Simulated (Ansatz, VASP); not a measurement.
**NiSb: VASP beside Ansatz**

```
CELL_PARAMETERS angstrom
3.92800 0.00000 0.00000
-1.96400 3.40175 0.00000
0.00000 0.00000 5.12000
ATOMIC_POSITIONS crystal
Sb 0.66667 0.33333 0.75000
Sb 0.33333 0.66667 0.25000
Ni 0.00000 0.00000 0.50000
Ni 0.00000 0.00000 0.00000
```

Alike in both runs: task single point; functional PBE; k mesh 7 × 7 × 5; occupations fermi-dirac, width 0.05 eV; collinear spin; fixed moment 2 μB.

|  | VASP | Ansatz |
| --- | --- | --- |
| version | VASP 6.6.1 | Ansatz 0.2.0 |
| potentials or method | VASP PAW PBE potentials, release 64 (Sb, Ni) | Ansatz PAW |
| plane-wave cutoff (eV) | 520 | 420 |
| valence electrons in the cell | 30 | 66 |

VASP gave:

```
pressure (GPa)                                                : 7.6
traceless stress, the component that is largest in VASP (GPa) : -1.22
net moment per atom (μB)                                      : 0.50
size of the moment on the site where the two differ most (μB) : 0.18
```

Problem. What did Ansatz give for the same quantities?

Solution. Pressure (GPa): 7.8; traceless stress, the component that is largest in VASP (GPa): -1.34; net moment per atom (μB): 0.50; size of the moment on the site where the two differ most (μB): 0.15.

Site moments also hang on the region over which each program counts them. VASP's potentials hold 30 valence electrons a cell and Ansatz's 66, so a difference there can come from the potentials and not from the codes.

Neither program's run includes spin-orbit coupling.
